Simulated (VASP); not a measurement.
A run of VASP 6.6.1 is set up as follows.

The input INCAR:

```
ALGO     = Normal         # electronic algorithm
EDIFF    = 1E-7           # SCF threshold, eV
ENCUT    = 520            # plane-wave cutoff, eV
GGA      = PE             # functional
ISIF     = 2              # what is computed and relaxed
ISMEAR   = 0              # smearing method
LASPH    = True           # aspherical terms in the spheres
LCHARG   = False          # write CHGCAR
LREAL    = False          # projectors in reciprocal space
LWAVE    = False          # write WAVECAR
NBANDS   = 17             # bands
NELM     = 100            # most SCF steps
PREC     = Accurate       # precision mode
SIGMA    = 0.02           # smearing width, eV
```

The input KPOINTS:

```
k-points
0
Gamma
  10 10 10
```

Contents of POSCAR:

```
SnSe
1.0
    0.0000000000      2.9927335853      2.9927335853
    2.9927335853      0.0000000000      2.9927335853
    2.9927335853      2.9927335853      0.0000000000
Sn Se
1 1
Direct
    0.0000000000      0.0000000000      0.0000000000
    0.5000000000      0.5000000000      0.5000000000
```

Potentials or basis: VASP PAW PBE potentials, release 64 (Sn_d, Se).

The run is started by

```bash
$ cat potpaw_PBE.64/Sn_d/POTCAR potpaw_PBE.64/Se/POTCAR > POTCAR
$ mpirun -np 1 vasp_std > vasp.out
```

(1) Predict the pressure.

(2) Predict the band gap on the k mesh.

## Answers

(1) 2.0 GPa.

(2) 0.52 eV (least direct gap 0.64 eV).

Caveat: spin-orbit coupling is left out, which moves the levels of the heavy elements.
